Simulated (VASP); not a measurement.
A run of VASP 6.6.1 is set up as follows.

Contents of INCAR:

```
PREC = Accurate
ENCUT = 520
EDIFF = 1E-7
ISMEAR = -1
SIGMA = 0.05
LREAL = False
LASPH = True
NELM = 60
ALGO = Normal
ISIF = 2
LWAVE = False
LCHARG = False
GGA = PS
NBANDS = 28
```

File KPOINTS:

```
Automatic mesh
0
Gamma
  7 7 6
```

POSCAR

```
PbS
1.0
    2.0508056510     -5.8043401604      0.0000000000
    2.0508056510      5.8043401604      0.0000000000
    0.0000000000      0.0000000000      4.2304176955
Pb S
2 2
Direct
    0.1271445579      0.8728554421      0.2500000000
    0.8728554421      0.1271445579      0.7500000000
    0.3586525383      0.6413474617      0.2500000000
    0.6413474617      0.3586525383      0.7500000000
```

Potentials or basis: VASP PAW PBE potentials, release 64 (Pb_d, S).

The run is started by

```bash
$ cat potpaw_PBE.64/Pb_d/POTCAR potpaw_PBE.64/S/POTCAR > POTCAR
$ mpirun -np 1 vasp_std > vasp.out
```

(1) Predict the largest force.

(2) Predict the pressure.

(3) Estimate the band gap on the k mesh.

## Answers

(1) 0.008 eV/Å.

(2) 0.0 GPa.

(3) 1.08 eV (least direct gap 1.24 eV).

Caveat: the PAW data sets were made with another functional, which shifts forces and pressure a little; spin-orbit coupling is left out, which moves the levels of the heavy elements.
